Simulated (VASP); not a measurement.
A run of VASP 6.6.1:

File INCAR:

```
ALGO = Normal
EDIFF = 1E-6
ENCUT = 520
GGA = PE
ISIF = 2
ISMEAR = 0
LASPH = T
LCHARG = T
LELF = T
LREAL = F
LVHAR = T
LWAVE = F
NBANDS = 35
NELM = 100
PREC = Accurate
SIGMA = 0.05
```

Contents of KPOINTS:

```
k-points
0
Gamma
  12 12 2
```

POSCAR

```
Te2Mo
1.0
    3.6459930939      0.0000000000      0.0000000000
   -1.8229965469      3.1575226414      0.0000000000
    0.0000000000      0.0000000000     15.2047186580
Te Mo
4 2
Direct
    0.3333333333      0.6666666667      0.6310943552
    0.6666666667      0.3333333333      0.1310943552
    0.3333333333      0.6666666667      0.8689056448
    0.6666666667      0.3333333333      0.3689056448
    0.3333333333      0.6666666667      0.2500000000
    0.6666666667      0.3333333333      0.7500000000
```

Potentials or basis: VASP PAW PBE potentials, release 64 (Te, Mo_sv).

Command:

```bash
$ cat potpaw_PBE.64/Te/POTCAR potpaw_PBE.64/Mo_sv/POTCAR > POTCAR
$ mpirun -np 1 vasp_std > vasp.out
```

Hardware: 1 thread of Intel(R) Xeon(R) 6975P-C (Granite Rapids), on a shared host.

Question: How long does it take, and how much memory?

Answer: Run time: 2 min on 1 thread of Intel(R) Xeon(R) 6975P-C (Granite Rapids), with other jobs on the host, peak memory 0.41 GiB. Counts: scf iterations 16, k points 38.
